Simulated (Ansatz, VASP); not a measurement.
## Two plane-wave programs on Al

INCAR

```
PREC = Accurate
ENCUT = 500
EDIFF = 1E-6
ISMEAR = -1
SIGMA = 0.05
LREAL = F
LASPH = T
NELM = 120
ALGO = Normal
ISIF = 2
LWAVE = F
LCHARG = T
GGA = LIBXC
LIBXC1 = GGA_X_B88
LIBXC2 = GGA_C_PBE
LELF = T
LVHAR = T
NBANDS = 8
GGA_COMPAT = F
```

File KPOINTS:

```
regular mesh
0
Gamma
  11 11 11
```

POSCAR

```
Al
1.0
    0.0000000000      1.9834708509      1.9834708509
    1.9834708509      0.0000000000      1.9834708509
    1.9834708509      1.9834708509      0.0000000000
Al
1
Direct
    0.0000000000      0.0000000000      0.0000000000
```

input.yaml

```yaml
crystal:
  lattice:
    - [0.0, 1.9834708509, 1.9834708509]
    - [1.9834708509, 0.0, 1.9834708509]
    - [1.9834708509, 1.9834708509, 0.0]
  atoms:
    - { symbol: Al, position: [0.0, 0.0, 0.0] }
hamiltonian:
  xc: { exchange: b88, correlation: pbe }
  pseudopotentials: { kind: paw }
kpoints:
  mp_grid: { grid: [11, 11, 11] }
scf:
  occupations: { method: fermi_dirac, width: 0.05 }
output:
  forces: true
  stress: true
  eigenvalues: true
```

Alike in both runs: task single point; functional b88 exchange, pbe correlation; k mesh 11 × 11 × 11; occupations fermi-dirac, width 0.05 eV; no spin polarisation.

|  | VASP | Ansatz |
| --- | --- | --- |
| version | VASP 6.6.1 | Ansatz 0.2.0 |
| potentials or method | VASP PAW PBE potentials, release 64 (Al) | Ansatz PAW |
| plane-wave cutoff (eV) | 500 | 420 |
| valence electrons in the cell | 3 | 3 |

Ansatz gave:

* gap on the k mesh at the Fermi level (eV): none
* pressure (GPa): 5.7

Task: Which values does VASP return?

Result: gap on the k mesh at the Fermi level (eV): none; pressure (GPa): 5.5.

VASP's potentials were made for PBE, not for b88 exchange, pbe correlation. A gap of «none» marks a metal or a gap that the smearing closes. With one functional, cell and mesh, what is left measures potentials, basis and numerics.
